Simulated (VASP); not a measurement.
# Cd3C (Pmmn) in VASP: further runs, part 2 of 2

VASP 6.6.1. Earlier steps stand in the parts before.

## 4. Single point, PBE

This run uses another cell than the first one, of 19.16 Å³/atom.

File INCAR:

```
SYSTEM = Cd3C
PREC = Accurate
ENCUT = 520
EDIFF = 1E-6
ISMEAR = 0
SIGMA = 0.1
LREAL = .FALSE.
LASPH = .TRUE.
NELM = 100
ALGO = Normal
ISIF = 2
LWAVE = .FALSE.
LCHARG = .TRUE.
GGA = PE
LELF = .TRUE.
LVHAR = .TRUE.
NBANDS = 50
```

File KPOINTS:

```
regular mesh
0
G
  4 4 4
  0 0 0
```

File POSCAR:

```
Cd3C
1.0
    3.2702296230      0.0000000000      0.0000000000
    0.0000000000      6.0396537957      0.0000000000
    0.0000000000      0.0000000000      7.7618752527
Cd C
6 2
Direct
    0.0000000000      0.2436006415      0.1758832576
    0.0000000000      0.7563993585      0.1758832576
    0.5000000000      0.7436006415      0.8241167424
    0.5000000000      0.2563993585      0.8241167424
    0.5000000000      0.0000000000      0.4711149563
    0.0000000000      0.5000000000      0.5288850437
    0.0000000000      0.0000000000      0.9150079842
    0.5000000000      0.5000000000      0.0849920158
```

Potentials or basis: VASP PAW PBE potentials, release 64 (Cd, C).

Run with:

```console
> cat potpaw_PBE.64/Cd/POTCAR potpaw_PBE.64/C/POTCAR > POTCAR
> mpirun -np 1 vasp_std > vasp.out
```

OUTCAR:

```text
SYSTEM = Cd3C
   PREC = Accurate
   ENCUT = 520
   EDIFF = 1E-6
   ISMEAR = 0
   LREAL = .FALSE.
   LASPH = .TRUE.
   NELM = 100
   ISIF = 2
   GGA = PE

 ion  position               nearest neighbor table
   1  0.000  0.244  0.176-   8 2.36   8 2.36   7 2.50   2 2.94   2 3.10   6 3.15   5 3.18   5 3.18
                             4 3.18   4 3.18
   2  0.000  0.756  0.176-   8 2.36   8 2.36   7 2.50   1 2.94   1 3.10   6 3.15   5 3.18   5 3.18
                             3 3.18   3 3.18
   3  0.500  0.744  0.824-   7 2.36   7 2.36   8 2.50   4 2.94   4 3.10   5 3.15   6 3.18   6 3.18
                             2 3.18   2 3.18
   4  0.500  0.256  0.824-   7 2.36   7 2.36   8 2.50   3 2.94   3 3.10   5 3.15   6 3.18   6 3.18
                             1 3.18   1 3.18
   5  0.500  0.000  0.471-   3 3.15   4 3.15   1 3.18   2 3.18   1 3.18   2 3.18   6 3.46   6 3.46
                             6 3.46   6 3.46
   6  0.000  0.500  0.529-   1 3.15   2 3.15   3 3.18   4 3.18   3 3.18   4 3.18   5 3.46   5 3.46
                             5 3.46   5 3.46
   7  0.000  0.000  0.915-   3 2.36   4 2.36   3 2.36   4 2.36   1 2.50   2 2.50
   8  0.500  0.500  0.085-   1 2.36   2 2.36   1 2.36   2 2.36   3 2.50   4 2.50

  LATTYP: Found a simple orthorhombic cell.
 ALAT       =     3.2702296230
 B/A-ratio  =     1.8468592399
 C/A-ratio  =     2.3734954873

  Lattice vectors:

 A1 = (   3.2702296230,   0.0000000000,   0.0000000000)
 A2 = (   0.0000000000,   6.0396537957,   0.0000000000)
 A3 = (   0.0000000000,   0.0000000000,   7.7618752527)

Analysis of symmetry for initial positions (statically):
=====================================================================
 Subroutine PRICEL returns:
 Original cell was already a primitive cell.

 Routine SETGRP: Setting up the symmetry group for a
 simple orthorhombic supercell.

 Subroutine GETGRP returns: Found  8 space group operations
 (whereof  4 operations were pure point group operations)
 out of a pool of  8 trial point group operations.

The static configuration has the point symmetry C_2v.
 The point group associated with its full space group is D_2h.

Analysis of symmetry for dynamics (positions and initial velocities):
=====================================================================
 Subroutine PRICEL returns:
 Original cell was already a primitive cell.

 Routine SETGRP: Setting up the symmetry group for a
 simple orthorhombic supercell.

 Subroutine GETGRP returns: Found  8 space group operations
 (whereof  4 operations were pure point group operations)
 out of a pool of  8 trial point group operations.

The dynamic configuration has the point symmetry C_2v.
 The point group associated with its full space group is D_2h.

 Subroutine INISYM returns: Found  8 space group operations
 (whereof  4 operations are pure point group operations),
 and found     1 'primitive' translations

----------------------------------------------------------------------------------------

                                     Primitive cell

  volume of cell :     153.3052

  direct lattice vectors                    reciprocal lattice vectors
     3.270229623  0.000000000  0.000000000     0.305788925  0.000000000  0.000000000
     0.000000000  6.039653796  0.000000000     0.000000000  0.165572404  0.000000000
[... 76 lines left out ...]
  0.250000  0.250000  0.500000      4.000000
  0.500000  0.250000  0.500000      2.000000
 [... further k-points ...]
   k-points           NKPTS =     27   k-points in BZ     NKDIM =     27   number of bands    NBANDS=     50
   number of dos      NEDOS =    301   number of ions     NIONS =      8
   total plane-waves  NPLWV =  69120
   dimension x,y,z NGX =    24 NGY =   48 NGZ =   60
   dimension x,y,z NGXF=    48 NGYF=   96 NGZF=  120
   ions per type =               6   2
   NGX,Y,Z   is equivalent  to a cutoff of  12.20, 13.21, 12.85 a.u.
   NGXF,Y,Z  is equivalent  to a cutoff of  24.40, 26.42, 25.70 a.u.
 SYSTEM =  Cd3C
   PREC   = accura    normal or accurate (medium, high low for compatibility)
   ISTART =      0    job   : 0-new  1-cont  2-samecut
   ICHARG =      2    charge: 1-file 2-atom 10-const
   ISPIN  =      1    spin polarized calculation?
   LNONCOLLINEAR =      F non collinear calculations
   LSORBIT =      F    spin-orbit coupling
   LASPH  =      T    aspherical Exc in radial PAW
   ENCUT  =  520.0 eV  38.22 Ry    6.18 a.u.   6.08 11.23 14.43*2*pi/ulx,y,z
   NELM   =    100;   NELMIN=  2; NELMDL= -5     # of ELM steps
   EDIFF  = 0.1E-05   stopping-criterion for ELM
   LREAL  =      F    real-space projection
   EDIFFG = 0.1E-04   stopping-criterion for IOM
   NSW    =      0    number of steps for IOM
   IBRION =     -1    ionic relax: 0-MD 1-quasi-New 2-CG
   NFREE  =      0    steps in history (QN), initial steepest desc. (CG)
   ISIF   =      2    stress and relaxation
   ISYM   =      2    0-nonsym 1-usesym 2-fastsym
   POTIM  = 0.5000    time-step for ionic-motion
   TEBEG  =    0.0;   TEEND  =   0.0 temperature during run
   PSTRESS=    0.0 pullay stress
   NELECT =      80.0000    total number of electrons
   NUPDOWN=      -1.0000    fix difference up-down
   EMIN   =  10.00;   EMAX   =-10.00  energy-range for DOS
   EFERMI =   0.00;   METHOD = LEGACY
   ISMEAR =     0;   SIGMA  =   0.10  broadening in eV -4-tet -1-fermi 0-gaus
   EFERMI_NEDOS =   21; number of points for ismear=-14 and -15
   IALGO  =     38    algorithm
   IMIX   =      4    mixing-type and parameters
     AMIX     =   0.40;   BMIX     =  1.00
     AMIX_MAG =   1.60;   BMIX_MAG =  1.00
  volume/ion in A,a.u.               =      19.16       129.32
  Fermi-wavevector in a.u.,A,eV,Ry     =   1.318011  2.490680 23.635417  1.737154
  Thomas-Fermi vector in A             =   2.448012
   LORBIT       =      0    0 simple, 1 ext, 2 COOP (PROOUT), +10 PAW based schemes
   GGA     = PE    functional components
   LHFCALC =     F    Hartree Fock is set to
   AEXX    =    0.0000 exact exchange contribution
   IVDW    =     0    specifies the selected vdW correction
   LEPSILON=     F    determine dielectric tensor
   LRPA    =     F    only Hartree local field effects (RPA)
 non-spin polarized calculation
 Gauss-broadening in eV      SIGMA  =   0.10
  energy-cutoff  :      520.00
  volume of cell :      153.31
 maximum number of plane-waves:      4156
   NGX = 13   NGY = 23   NGZ = 29

 number of electron      79.9999975 magnetization

 Free energy of the ion-electron system (eV)
  ---------------------------------------------------
  ext. energy  EPLUGINS =         0.00000000
  ---------------------------------------------------
  free energy    TOTEN  =       -15.65987846 eV

  energy without entropy =      -15.65160012  energy(sigma->0) =      -15.65573929

 E-fermi :   2.5092     XC(G=0): -10.7941

 val. band max:        2.4672659230   @ k =   0.5000   0.5000   0.5000
 cond. band min:       2.5993316498   @ k =   0.2500   0.2500   0.2500
 fundamental gap:      0.1320657268
 Fermi energy:         2.5091932182

 k-point     1 :       0.0000    0.0000    0.0000
  band No.  band energies     occupation
      1      -8.9350      2.00000
      2      -8.4921      2.00000
      3      -6.7181      2.00000
      4      -6.6543      2.00000
      5      -6.5882      2.00000
      6      -6.5197      2.00000
[... 1261 lines left out ...]
     49       6.9454      0.00000
     50       6.9454      0.00000

 [... further k-points ...]

------------------------ aborting loop because EDIFF is reached ----------------------------------------

  FORCE on cell =-STRESS in cart. coord.  units (eV):
  Direction    XX          YY          ZZ          XY          YZ          ZX
  --------------------------------------------------------------------------------------
  -------------------------------------------------------------------------------------
  Total        0.4271543      0.3826954      0.2257054      0.0000000      0.0000000      0.0000000
  in kB        4.4641464      3.9995107      2.3588246      0.0000000      0.0000000      0.0000000
  external PRESSURE =       3.6074939 kB  Pullay stress =       0.0000000 kB

 VOLUME and BASIS-vectors are now :
 -----------------------------------------------------------------------------
  energy-cutoff  :      520.00
  volume of cell :      153.31
      direct lattice vectors                 reciprocal lattice vectors
     3.270229623  0.000000000  0.000000000     0.305788925  0.000000000  0.000000000
     0.000000000  6.039653796  0.000000000     0.000000000  0.165572404  0.000000000
     0.000000000  0.000000000  7.761875253     0.000000000  0.000000000  0.128834846

 POSITION                                       TOTAL-FORCE (eV/Angst)
 -----------------------------------------------------------------------------------
      0.00000      1.47126      1.36518         0.000000     -0.006132      0.016165
      0.00000      4.56839      1.36518         0.000000      0.006132      0.016165
      1.63511      4.49109      6.39669        -0.000000     -0.006132     -0.016165
      1.63511      1.54856      6.39669         0.000000      0.006132     -0.016165
      1.63511      0.00000      3.65674         0.000000      0.000000      0.006854
      0.00000      3.01983      4.10514         0.000000      0.000000     -0.006854
      0.00000      0.00000      7.10218         0.000000      0.000000     -0.033011
      1.63511      3.01983      0.65970         0.000000      0.000000      0.033011
 -----------------------------------------------------------------------------------
    total drift:                                0.000000      0.000000      0.000000

  FREE ENERGIE OF THE ION-ELECTRON SYSTEM (eV)
  ---------------------------------------------------
  free  energy   TOTEN  =       -15.6598784620 eV

  energy  without entropy=      -15.6516001214  energy(sigma->0) =      -15.65573929
```

It took 97 s on 1 thread of Intel Xeon 6975P-C (Granite Rapids), shared host; peak memory 0.33 GiB.

Results:

```yaml
Free_energy: -15.6599 eV
Pressure: 0.4 GPa
Largest_force: 0.033 eV/Å
Band_gap_on_the_k_mesh: zero (bands 40 and 41 overlap by 1.62 eV)
```

Forces in eV/Å, atoms in the order of the input:
```
Cd   0.000 -0.006  0.016
Cd   0.000  0.006  0.016
Cd   0.000 -0.006 -0.016
Cd   0.000  0.006 -0.016
Cd   0.000  0.000  0.007
Cd   0.000  0.000 -0.007
C    0.000  0.000 -0.033
C    0.000  0.000  0.033
```

Levels at points of the mesh, in eV from the Fermi level:
| k point | band 38 | band 39 | band 40 | band 41 | band 42 | band 43 |
| --- | --- | --- | --- | --- | --- | --- |
| (0.00, 0.00, 0.00) | -1.34 | -1.32 | 0.40 | 0.97 | 1.00 | 1.23 |
| (0.50, 0.00, 0.00) | -1.84 | -1.73 | -1.73 | 1.07 | 1.07 | 2.10 |
| (0.00, 0.50, 0.00) | -1.65 | 0.90 | 0.90 | 0.95 | 0.95 | 2.61 |
| (0.50, 0.50, 0.00) | -1.84 | -1.12 | -1.12 | -0.72 | -0.72 | 2.21 |
| (0.00, 0.00, 0.50) | -2.16 | -0.17 | 0.28 | 0.43 | 0.94 | 1.21 |
| (0.50, 0.00, 0.50) | -1.84 | -0.92 | -0.92 | 0.54 | 0.54 | 1.82 |
| (0.00, 0.50, 0.50) | -1.90 | -0.69 | -0.69 | 0.90 | 0.90 | 2.49 |
| (0.50, 0.50, 0.50) | -2.50 | -0.04 | -0.04 | 0.26 | 0.26 | 1.78 |

Caveat: the k points lie up to 0.48 Å⁻¹ apart, too coarse for converged energies and pressures of a metal.

## 5. Relaxation of cell and atoms, PBE

This run uses another cell than the first one, of 19.16 Å³/atom.

File INCAR:

```
PREC = Accurate ; ENCUT = 600
EDIFF = 1E-7 ; ISMEAR = 0
SIGMA = 0.1 ; LREAL = F
LASPH = T ; NELM = 100
ALGO = Normal ; ISIF = 3
LWAVE = F ; LCHARG = F
GGA = PE ; IBRION = 2
NSW = 90 ; EDIFFG = -0.04
```

File KPOINTS:

```
regular mesh
0
Gamma
  6 4 2
```

POSCAR is that of step 4.

Run with:

```console
> cat potpaw_PBE.64/Cd/POTCAR potpaw_PBE.64/C/POTCAR > POTCAR
> mpirun -np 1 vasp_std > vasp.out
```

Run time: 10 min. Hardware: 1 thread of Intel Xeon 6975P-C (Granite Rapids), shared host; peak memory 0.38 GiB.

Results (log left out):

```
Free energy                           : -15.5476 eV
Relaxed volume                        : 19.31 Å³/atom
Relaxed cell                          : a = 3.358 Å, b = 6.015 Å, c = 7.649 Å, α = 90.00°, β = 90.00°, γ = 90.00°
Space group after relaxing (to 0.1 Å) : Pmmn (No. 59)
Energy gained by relaxing             : 3.0 meV/atom
Ionic steps                           : 7
Pressure after relaxing               : 0.1 GPa
Largest force after relaxing          : 0.040 eV/Å
Band gap on the k mesh                : zero (bands 40 and 41 overlap by 1.80 eV)
```

Forces in eV/Å, atoms in the order of the input:
```
Cd   0.000  0.004  0.022
Cd   0.000 -0.004  0.022
Cd   0.000  0.004 -0.022
Cd   0.000 -0.004 -0.022
Cd   0.000  0.000 -0.040
Cd   0.000  0.000  0.040
C    0.000  0.000  0.004
C    0.000  0.000 -0.004
```

Stress tensor (GPa, compression positive):
```
 0.17  0.00  0.00
 0.00 -0.02  0.00
 0.00  0.00  0.09
```

Step by step:
| step | energy change (eV) | largest force (eV/Å) | pressure (GPa) | volume (Å³) |
| --- | --- | --- | --- | --- |
| 1 | 0.0000 | 0.1265 | 0.21 | 153.31 |
| 2 | -0.0106 | 0.0886 | -0.01 | 153.87 |
| 3 | -0.0161 | 0.1378 | -0.35 | 154.93 |
| 4 | -0.0165 | 0.1163 | -0.28 | 154.71 |
| 5 | -0.0207 | 0.0665 | 0.15 | 154.01 |
| 6 | -0.0210 | 0.0616 | 0.31 | 153.76 |
| 7 | -0.0236 | 0.0398 | 0.08 | 154.51 |

Final structure:
```
CELL_PARAMETERS angstrom
3.35821 0.00000 0.00000
0.00000 6.01486 0.00000
0.00000 0.00000 7.64933
ATOMIC_POSITIONS crystal
Cd 0.00000 0.24448 0.17305
Cd 0.00000 0.75552 0.17305
Cd 0.50000 0.74448 0.82695
Cd 0.50000 0.25552 0.82695
Cd 0.50000 0.00000 0.47006
Cd 0.00000 0.50000 0.52994
C 0.00000 0.00000 0.91611
C 0.50000 0.50000 0.08389
```

Levels at points of the mesh, in eV from the Fermi level:
```tsv
k point	band 36	band 37	band 38	band 39	band 40	band 41	band 42	band 43	band 44	band 45
(0.00, 0.00, 0.00)	-2.95	-1.57	-1.35	-1.17	0.07	1.03	1.05	1.14	2.22	3.45
(0.50, 0.00, 0.00)	-2.23	-1.97	-1.97	-1.86	-1.86	0.92	0.92	1.99	1.99	2.00
(0.00, 0.50, 0.00)	-4.56	-1.64	-1.64	0.65	0.65	1.02	1.02	2.73	2.73	4.03
(0.50, 0.50, 0.00)	-2.29	-1.86	-1.86	-1.22	-1.22	-1.01	-1.01	2.05	2.05	3.35
(0.00, 0.00, 0.50)	-2.97	-2.65	-2.11	-0.16	0.11	0.38	1.03	1.06	2.40	4.34
(0.50, 0.00, 0.50)	-2.71	-1.97	-1.97	-1.06	-1.06	0.44	0.44	1.58	1.58	2.91
(0.00, 0.50, 0.50)	-2.66	-1.84	-1.84	-0.68	-0.68	0.65	0.65	2.56	2.56	4.96
(0.50, 0.50, 0.50)	-2.79	-2.69	-2.69	-0.10	-0.10	0.15	0.15	1.72	1.72	2.23
```

Caveat: the k points lie up to 0.41 Å⁻¹ apart in the final cell, too coarse for converged energies and pressures of a metal.

## 6. The runs side by side

| task | cell | k mesh | cutoff (eV) | gap on the mesh (eV) | pressure (GPa) | largest force (eV/Å) |
| --- | --- | --- | --- | --- | --- | --- |
| single point | a = 3.337, b = 6.003, c = 7.678 Å, 8 atoms, atomic positions A | 6 × 4 × 2 | 520 | none | 0.6 | 0.07 |
| single point | a = 4.860, b = 6.045, c = 5.114 Å, 8 atoms, atomic positions B | 4 × 4 × 4 | 520 | none | -1.7 | 0.65 |
| single point | a = 3.270, b = 6.040, c = 7.762 Å, 8 atoms, atomic positions C | 4 × 4 × 4 | 520 | none | 0.4 | 0.03 |
| relaxation of cell and atoms | relaxed from a = 3.270, b = 6.040, c = 7.762 Å, 8 atoms, atomic positions C | 6 × 4 × 2 | 600 | none | 0.1 | 0.04 |

Alike in all rows: level PBE; potentials or basis VASP PAW PBE potentials, release 64 (Cd, C); no spin polarisation; smearing gaussian 0.1 eV.

Caveats: some runs use coarse meshes.

Total energies depend on the potentials used, so only differences within one code and one set of settings carry meaning.
